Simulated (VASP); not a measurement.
# MgO (P-6m2) in VASP: single point with PBE

Aim: the single point of MgO with PBE.

All numbers are computed with VASP 6.6.1; they aren't measurements. Logs are shortened: lines on timing, memory, paths and dates and some standing lists are left out, and cuts for length are marked.

## 1. The cell of the first run

Symmetry: P-6m2, No. 187, hexagonal system. The conventional cell has a = 2.938 Å, b = 2.938 Å, c = 2.680 Å, α = 90.00°, β = 90.00°, γ = 120.00°. Within 2.9 Å of Mg (site symmetry -6m2) lie 6 O at 2.16 Å and 2 Mg at 2.68 Å. O (site symmetry -6m2) has 6 Mg at 2.16 Å and 2 O at 2.68 Å within 2.9 Å.

## 2. Single point, PBE

INCAR

```
PREC = Accurate
ENCUT = 520
EDIFF = 1E-7
ISMEAR = 0
SIGMA = 0.05
LREAL = False
LASPH = True
NELM = 80
ALGO = Normal
ISIF = 2
LWAVE = False
LCHARG = False
GGA = PE
NBANDS = 11
```

KPOINTS

```
Automatic mesh
0
Gamma
  9 9 8
```

POSCAR

```
MgO
1.0
    2.9380209034      0.0000000000      0.0000000000
   -1.4690104517      2.5444007392      0.0000000000
    0.0000000000      0.0000000000      2.6796800000
Mg O
1 1
Direct
    0.0000000000      0.0000000000      0.0000000000
    0.3333333333      0.6666666667      0.5000000000
```

Potentials or basis: VASP PAW PBE potentials, release 64 (Mg, O).

Launch:

```bash
$ cat potpaw_PBE.64/Mg/POTCAR potpaw_PBE.64/O/POTCAR > POTCAR
$ mpirun -np 1 vasp_std > vasp.out
```

OUTCAR:

```text
PREC = Accurate
   ENCUT = 520
   EDIFF = 1E-7
   ISMEAR = 0
   LREAL = False
   LASPH = True
   NELM = 80
   ISIF = 2
   GGA = PE

 ion  position               nearest neighbor table
   1  0.000  0.000  0.000-   2 2.16   2 2.16   2 2.16   2 2.16   2 2.16   2 2.16
   2  0.333  0.667  0.500-   1 2.16   1 2.16   1 2.16   1 2.16   1 2.16   1 2.16

  LATTYP: Found a hexagonal cell.
 ALAT       =     2.9380209034
 C/A-ratio  =     0.9120697531

  Lattice vectors:

 A1 = (   2.9380209034,   0.0000000000,   0.0000000000)
 A2 = (  -1.4690104517,   2.5444007392,   0.0000000000)
 A3 = (   0.0000000000,   0.0000000000,   2.6796800000)

Analysis of symmetry for initial positions (statically):
=====================================================================
 Subroutine PRICEL returns:
 Original cell was already a primitive cell.

 Routine SETGRP: Setting up the symmetry group for a
 hexagonal supercell.

 Subroutine GETGRP returns: Found 12 space group operations
 (whereof 12 operations were pure point group operations)
 out of a pool of 24 trial point group operations.

The static configuration has the point symmetry D_3h.

Analysis of symmetry for dynamics (positions and initial velocities):
=====================================================================
 Subroutine PRICEL returns:
 Original cell was already a primitive cell.

 Routine SETGRP: Setting up the symmetry group for a
 hexagonal supercell.

 Subroutine GETGRP returns: Found 12 space group operations
 (whereof 12 operations were pure point group operations)
 out of a pool of 24 trial point group operations.

The dynamic configuration has the point symmetry D_3h.

 Subroutine INISYM returns: Found 12 space group operations
 (whereof 12 operations are pure point group operations),
 and found     1 'primitive' translations

----------------------------------------------------------------------------------------

                                     Primitive cell

  volume of cell :      20.0320

  direct lattice vectors                    reciprocal lattice vectors
     2.938020903  0.000000000  0.000000000     0.340365175  0.196509926  0.000000000
    -1.469010452  2.544400739  0.000000000     0.000000000  0.393019851  0.000000000
     0.000000000  0.000000000  2.679680000     0.000000000  0.000000000  0.373178887

  length of vectors
     2.938020903  2.938020903  2.679680000     0.393019851  0.393019851  0.373178887

  position of ions in fractional coordinates (direct lattice)
     0.000000000  0.000000000  0.000000000
     0.333333333  0.666666667  0.500000000

  ion indices of the primitive-cell ions
   primitive index   ion index
                 1           1
                 2           2

----------------------------------------------------------------------------------------

 KPOINTS: Automatic mesh

Automatic generation of k-mesh.
 Grid dimensions read from file:
 generate k-points for:    9    9    8

 Generating k-lattice:

  Cartesian coordinates                     Fractional coordinates (reciprocal lattice)
     0.037818353  0.021834436  0.000000000     0.111111111 -0.000000000  0.000000000
     0.000000000  0.043668872  0.000000000     0.000000000  0.111111111  0.000000000
     0.000000000  0.000000000  0.046647361     0.000000000  0.000000000  0.125000000

  Length of vectors
     0.043668872  0.043668872  0.046647361

  Shift w.r.t. Gamma in fractional coordinates (k-lattice)
     0.000000000  0.000000000  0.000000000

 Subroutine IBZKPT returns following result:
 ===========================================

 Found     60 irreducible k-points:

 Following reciprocal coordinates:
            Coordinates               Weight
  0.000000  0.000000  0.000000      1.000000
  0.111111 -0.000000  0.000000      6.000000
  0.222222 -0.000000  0.000000      6.000000
  0.333333 -0.000000  0.000000      6.000000
  0.444444 -0.000000  0.000000      6.000000
  0.111111  0.111111  0.000000      6.000000
[... 16 lines left out ...]
  0.333333  0.222222  0.125000     24.000000
  0.333333  0.333333  0.125000      4.000000
 [... further k-points ...]
   k-points           NKPTS =     60   k-points in BZ     NKDIM =     60   number of bands    NBANDS=     11
   number of dos      NEDOS =    301   number of ions     NIONS =      2
   total plane-waves  NPLWV =  11520
   dimension x,y,z NGX =    24 NGY =   24 NGZ =   20
   dimension x,y,z NGXF=    48 NGYF=   48 NGZF=   40
   ions per type =               1   1
   NGX,Y,Z   is equivalent  to a cutoff of  13.58, 13.58, 12.41 a.u.
   NGXF,Y,Z  is equivalent  to a cutoff of  27.16, 27.16, 24.82 a.u.
 SYSTEM =  unknown system
   PREC   = accura    normal or accurate (medium, high low for compatibility)
   ISTART =      0    job   : 0-new  1-cont  2-samecut
   ICHARG =      2    charge: 1-file 2-atom 10-const
   ISPIN  =      1    spin polarized calculation?
   LNONCOLLINEAR =      F non collinear calculations
   LSORBIT =      F    spin-orbit coupling
   LASPH  =      T    aspherical Exc in radial PAW
   ENCUT  =  520.0 eV  38.22 Ry    6.18 a.u.   5.46  5.46  4.98*2*pi/ulx,y,z
   NELM   =     80;   NELMIN=  2; NELMDL= -5     # of ELM steps
   EDIFF  = 0.1E-06   stopping-criterion for ELM
   LREAL  =      F    real-space projection
   EDIFFG = 0.1E-05   stopping-criterion for IOM
   NSW    =      0    number of steps for IOM
   IBRION =     -1    ionic relax: 0-MD 1-quasi-New 2-CG
   NFREE  =      0    steps in history (QN), initial steepest desc. (CG)
   ISIF   =      2    stress and relaxation
   ISYM   =      2    0-nonsym 1-usesym 2-fastsym
   POTIM  = 0.5000    time-step for ionic-motion
   TEBEG  =    0.0;   TEEND  =   0.0 temperature during run
   PSTRESS=    0.0 pullay stress
   NELECT =       8.0000    total number of electrons
   NUPDOWN=      -1.0000    fix difference up-down
   EMIN   =  10.00;   EMAX   =-10.00  energy-range for DOS
   EFERMI =   0.00;   METHOD = LEGACY
   ISMEAR =     0;   SIGMA  =   0.05  broadening in eV -4-tet -1-fermi 0-gaus
   EFERMI_NEDOS =   21; number of points for ismear=-14 and -15
   IALGO  =     38    algorithm
   IMIX   =      4    mixing-type and parameters
     AMIX     =   0.40;   BMIX     =  1.00
     AMIX_MAG =   1.60;   BMIX_MAG =  1.00
  volume/ion in A,a.u.               =      10.02        67.59
  Fermi-wavevector in a.u.,A,eV,Ry     =   1.205583  2.278221 19.775115  1.453430
  Thomas-Fermi vector in A             =   2.341275
   LORBIT       =      0    0 simple, 1 ext, 2 COOP (PROOUT), +10 PAW based schemes
   GGA     = PE    functional components
   LHFCALC =     F    Hartree Fock is set to
   AEXX    =    0.0000 exact exchange contribution
   IVDW    =     0    specifies the selected vdW correction
   LEPSILON=     F    determine dielectric tensor
   LRPA    =     F    only Hartree local field effects (RPA)
 non-spin polarized calculation
 Gauss-broadening in eV      SIGMA  =   0.05
  energy-cutoff  :      520.00
  volume of cell :       20.03
 maximum number of plane-waves:       562
 NGX is ok and might be reduce to    24
   NGX = 11   NGY = 11   NGZ =  9

 number of electron       7.9999996 magnetization

 Free energy of the ion-electron system (eV)
  ---------------------------------------------------
  ext. energy  EPLUGINS =         0.00000000
  ---------------------------------------------------
  free energy    TOTEN  =       -11.23035296 eV

  energy without entropy =      -11.23035296  energy(sigma->0) =      -11.23035296

 E-fermi :   3.5881     XC(G=0): -10.7336

 val. band max:        3.3045943244   @ k =   0.3333   0.3333   0.0000
 cond. band min:       6.3027656553   @ k =   0.0000   0.0000   0.0000
 fundamental gap:      2.9981713308
 Fermi energy:         3.5881470410

 k-point     1 :       0.0000    0.0000    0.0000
  band No.  band energies     occupation
      1     -14.1286      2.00000
      2       2.7019      2.00000
      3       2.7019      2.00000
      4       2.9029      2.00000
      5       6.3028      0.00000
      6      15.1726      0.00000
      7      18.8681      0.00000
      8      18.8681      0.00000
      9      23.1315      0.00000
     10      24.1783      0.00000
     11      25.7969      0.00000

 k-point     2 :       0.1111   -0.0000    0.0000
  band No.  band energies     occupation
      1     -14.0217      2.00000
      2       1.9108      2.00000
      3       2.6108      2.00000
      4       2.9420      2.00000
      5       7.0552      0.00000
      6      15.1713      0.00000
      7      17.7603      0.00000
      8      19.1818      0.00000
      9      23.9669      0.00000
     10      24.3508      0.00000
     11      26.0063      0.00000

 k-point     3 :       0.2222   -0.0000    0.0000
  band No.  band energies     occupation
      1     -13.7365      2.00000
      2       0.4982      2.00000
      3       2.3903      2.00000
      4       3.0435      2.00000
      5       8.3624      0.00000
      6      14.5379      0.00000
      7      17.1188      0.00000
      8      19.9311      0.00000
      9      23.3970      0.00000
     10      24.1680      0.00000
     11      26.7765      0.00000

 k-point     4 :       0.3333   -0.0000    0.0000
  band No.  band energies     occupation
      1     -13.3830      2.00000
      2      -0.7490      2.00000
      3       2.1552      2.00000
      4       3.1635      2.00000
      5       9.4141      0.00000
      6      13.7888      0.00000
      7      16.9933      0.00000
      8      20.6632      0.00000
      9      22.7021      0.00000
     10      24.2767      0.00000
     11      28.4283      0.00000

 k-point     5 :       0.4444   -0.0000    0.0000
  band No.  band energies     occupation
      1     -13.1316      2.00000
      2      -1.4764      2.00000
      3       2.0096      2.00000
      4       3.2447      2.00000
      5       9.8584      0.00000
      6      13.7782      0.00000
      7      16.5082      0.00000
      8      21.0510      0.00000
      9      22.2328      0.00000
     10      25.1227      0.00000
     11      28.3134      0.00000
[... 211 lines left out ...]
 k-point    21 :       0.4444    0.1111    0.1250
  band No.  band energies     occupation
      1     -12.9677      2.00000
      2      -1.2493      2.00000
      3       1.6071      2.00000
      4       2.6123      2.00000
      5      10.5610      0.00000
      6      13.7259      0.00000
      7      16.8367      0.00000
      8      20.3433      0.00000
      9      20.8036      0.00000
     10      25.6048      0.00000
     11      27.7772      0.00000

 k-point    22 :       0.2222    0.2222    0.1250
  band No.  band energies     occupation
      1     -13.1177      2.00000
      2      -0.5980      2.00000
      3       1.3222      2.00000
      4       2.5294      2.00000
      5      10.6123      0.00000
      6      13.9273      0.00000
      7      17.1628      0.00000
      8      19.2893      0.00000
      9      22.1275      0.00000
     10      23.8029      0.00000
     11      27.8435      0.00000

 k-point    23 :       0.3333    0.2222    0.1250
  band No.  band energies     occupation
      1     -12.9308      2.00000
      2      -0.8221      2.00000
      3       0.7429      2.00000
      4       2.6391      2.00000
      5      11.1911      0.00000
      6      14.0812      0.00000
      7      16.3682      0.00000
      8      20.0589      0.00000
      9      21.2489      0.00000
     10      24.6018      0.00000
     11      27.6786      0.00000

 k-point    24 :       0.3333    0.3333    0.1250
  band No.  band energies     occupation
      1     -12.8666      2.00000
      2      -0.2269      2.00000
      3      -0.2158      2.00000
      4       2.6776      2.00000
      5      11.5474      0.00000
      6      14.6203      0.00000
      7      15.6144      0.00000
      8      20.4650      0.00000
      9      20.9857      0.00000
     10      24.7109      0.00000
     11      27.3462      0.00000

 [... further k-points ...]
[... 5 lines left out ...]
  --------------------------------------------------------------------------------------
  -------------------------------------------------------------------------------------
  Total       -0.0803865     -0.0803865     -0.0885652      0.0000000     -0.0000000      0.0000000
  in kB       -6.4293983     -6.4293983     -7.0835403      0.0000000     -0.0000000      0.0000000
  external PRESSURE =      -6.6474457 kB  Pullay stress =       0.0000000 kB

 VOLUME and BASIS-vectors are now :
 -----------------------------------------------------------------------------
  energy-cutoff  :      520.00
  volume of cell :       20.03
      direct lattice vectors                 reciprocal lattice vectors
     2.938020903  0.000000000  0.000000000     0.340365175  0.196509926  0.000000000
    -1.469010452  2.544400739  0.000000000     0.000000000  0.393019851  0.000000000
     0.000000000  0.000000000  2.679680000     0.000000000  0.000000000  0.373178887

 POSITION                                       TOTAL-FORCE (eV/Angst)
 -----------------------------------------------------------------------------------
      0.00000      0.00000      0.00000         0.000000      0.000000      0.000000
     -0.00000      1.69627      1.33984        -0.000000      0.000000      0.000000
 -----------------------------------------------------------------------------------
    total drift:                                0.000000     -0.000000     -0.000000

  FREE ENERGIE OF THE ION-ELECTRON SYSTEM (eV)
  ---------------------------------------------------
  free  energy   TOTEN  =       -11.2303529552 eV

  energy  without entropy=      -11.2303529552  energy(sigma->0) =      -11.23035296
```

Wall time 25 s (1 thread of AMD EPYC 7R13, shared host); peak memory 0.11 GiB.

Results:

```
Free energy            : -11.2304 eV
Pressure               : -0.7 GPa
Band gap on the k mesh : 3.00 eV, indirect (least direct gap 3.40 eV)
```

Levels at points of the mesh, in eV from the valence-band top:
```tsv
k point	band 1	band 2	band 3	band 4	band 5	band 6	band 7	band 8	band 9
(0.00, 0.00, 0.00)	-17.43	-0.60	-0.60	-0.40	3.00	11.87	15.56	15.56	19.83
(0.00, 0.00, 0.50)	-16.36	-5.35	-0.10	-0.10	8.28	9.00	17.55	17.55	18.50
```

A k mesh can miss the band edges. Expect the measured gap to be larger: semilocal functionals such as PBE lack the derivative discontinuity.
